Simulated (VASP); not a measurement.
A run of VASP 6.6.1 is set up as follows.

The input INCAR:

```
SYSTEM = Be
PREC = Accurate ; ENCUT = 600
EDIFF = 1E-6 ; ISMEAR = -1
SIGMA = 0.1 ; LREAL = .FALSE.
LASPH = .TRUE. ; NELM = 80
ALGO = Normal ; ISIF = 3
LWAVE = .FALSE. ; LCHARG = .FALSE.
GGA = RE ; IBRION = 2
NSW = 80 ; EDIFFG = -0.01
```

KPOINTS

```
regular mesh
0
G
  17 17 17
  0 0 0
```

POSCAR

```
Be
1.0
    0.0000000000      1.5948182637      1.5948182637
    1.5948182637      0.0000000000      1.5948182637
    1.5948182637      1.5948182637      0.0000000000
Be
1
Direct
    0.0000000000      0.0000000000      0.0000000000
```

Potentials or basis: VASP PAW PBE potentials, release 64 (Be).

Run with:

```sh
$ cat potpaw_PBE.64/Be/POTCAR > POTCAR
$ mpirun -np 1 vasp_std > vasp.out
```

Task: Estimate the relaxed volume.

Result: 8.07 Å³/atom.

Task: Predict the relaxed cell.

Result: a = 2.252 Å, b = 2.252 Å, c = 2.252 Å, α = 60.00°, β = 60.00°, γ = 60.00°.

Task: Predict the space group after relaxing (to 0.05 Å).

Result: Fm-3m (No. 225).

Task: Estimate the band gap on the k mesh.

Result: Zero (band 1 reaches 7.50 eV, above the bottom of band 2 at 7.30 eV).

Final structure:
```
Be
1.0
     0.00000    1.59219    1.59219
     1.59219    0.00000    1.59219
     1.59219    1.59219    0.00000
Be
1
Cartesian
  0.0000 0.0000 0.0000
```

Caveat: the PAW data sets were made with another functional, which shifts forces and pressure a little.
